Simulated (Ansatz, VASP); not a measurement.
Two plane-wave programs on Zr3Mn

Contents of INCAR:

```
PREC = Accurate
ENCUT = 520
EDIFF = 1E-7
ISMEAR = -1
SIGMA = 0.05
LREAL = False
LASPH = True
NELM = 150
ALGO = Fast
ISIF = 2
LWAVE = False
LCHARG = False
ISPIN = 2
MAGMOM = 0 0 0 4
LORBIT = 11
LMAXMIX = 4
GGA = PE
NBANDS = 36
```

File KPOINTS:

```
regular mesh
0
Gamma
  6 6 6
```

File POSCAR:

```
Zr3Mn
1.0
    4.4589911873      0.0000000000      0.0000000000
    0.0000000000      4.4589911873      0.0000000000
    0.0000000000      0.0000000000      4.4589911873
Zr Mn
3 1
Direct
    0.5000000000      0.5000000000      0.0000000000
    0.5000000000      0.0000000000      0.5000000000
    0.0000000000      0.5000000000      0.5000000000
    0.0000000000      0.0000000000      0.0000000000
```

input.yaml

```yaml
crystal:
  lattice:
    - [4.4589911873, 0.0, 0.0]
    - [0.0, 4.4589911873, 0.0]
    - [0.0, 0.0, 4.4589911873]
  atoms:
    - { symbol: Zr, position: [0.5, 0.5, 0.0] }
    - { symbol: Zr, position: [0.5, 0.0, 0.5] }
    - { symbol: Zr, position: [0.0, 0.5, 0.5] }
    - { symbol: Mn, position: [0.0, 0.0, 0.0], spin: 4.0 }
hamiltonian:
  xc: pbe
  pseudopotentials: { kind: paw }
magnetization:
  spin_polarized: true
kpoints:
  mp_grid: { grid: [6, 6, 6] }
scf:
  occupations: { method: fermi_dirac, width: 0.05 }
output:
  forces: true
  stress: true
  eigenvalues: true
```

Alike in both runs: task single point; functional PBE; k mesh 6 × 6 × 6; occupations fermi-dirac, width 0.05 eV; collinear spin.

|  | VASP | Ansatz |
| --- | --- | --- |
| version | VASP 6.6.1 | Ansatz 0.2.0 |
| potentials or method | VASP PAW PBE potentials, release 64 (Zr_sv, Mn_pv) | Ansatz PAW |
| plane-wave cutoff (eV) | 520 | 420 |
| valence electrons in the cell | 49 | 51 |

```tsv
	VASP	Ansatz	Ansatz less VASP
gap on the k mesh at the Fermi level (eV)	none	none	-
pressure (GPa)	-4.7	-4.8	-0.04
net moment per atom (μB)	0.88	0.88	-0.003
size of the moment on the site where the two differ most (μB)	3.62	3.78	+0.161
```

Site moments also hang on the region over which each program counts them. A gap of «none» marks a metal or a gap that the smearing closes. With one functional, cell and mesh, what is left measures potentials, basis and numerics. VASP's potentials hold 49 valence electrons a cell and Ansatz's 51, so a difference there can come from the potentials and not from the codes.
